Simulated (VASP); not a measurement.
Tl: single point with PBE

Tl:

```
Tl
1.0
     3.59424    0.00000    0.00000
    -1.79712    3.11270    0.00000
     0.00000    0.00000    5.74600
Tl
2
Direct
  0.33333 0.66667 0.25000
  0.66667 0.33333 0.75000
```

This cell differs from its parent crystal: strain +0.040 along x and y, +0.040 along z.

```yaml
Program: VASP 6.6.1
Task: single point
Functional: PBE
Potentials_or_basis: VASP PAW PBE potentials, release 64 (Tl_d)
Cutoff: 520 eV
k_mesh: 18 × 18 × 10
Occupations: gaussian, width 0.15 eV
Spin: no spin polarisation
```

- Pressure: -0.7 GPa
- Band gap on the k mesh: zero (bands 13 and 14 overlap by 4.97 eV)

Stress tensor (GPa, compression positive):
```
-0.48  0.00  0.00
 0.00 -0.48  0.00
 0.00  0.00 -1.02
```

Levels at points of the mesh, in eV from the Fermi level:
| k point | band 10 | band 11 | band 12 | band 13 | band 14 | band 15 | band 16 | band 17 |
| --- | --- | --- | --- | --- | --- | --- | --- | --- |
| (0.00, 0.00, 0.00) | -11.13 | -9.32 | -5.19 | -2.41 | 7.20 | 7.20 | 9.03 | 9.03 |
| (0.50, 0.00, 0.00) | -11.09 | -5.71 | -4.61 | -0.83 | 0.50 | 1.31 | 3.52 | 3.63 |
| (0.00, 0.00, 0.50) | -11.21 | -8.06 | -8.06 | 2.94 | 2.94 | 8.08 | 8.08 | 8.08 |
| (0.50, 0.00, 0.50) | -11.11 | -4.83 | -4.83 | -1.93 | -1.93 | 5.10 | 5.10 | 5.53 |

Wall time 3.1 min on 1 thread of AMD EPYC 7R13 Processor (Zen 3), with other jobs on the host, peak memory 0.32 GiB.

Caveat: the cell differs from its parent crystal (strain +0.040 along x and y, +0.040 along z); spin-orbit coupling is left out, which moves the levels of the heavy elements.
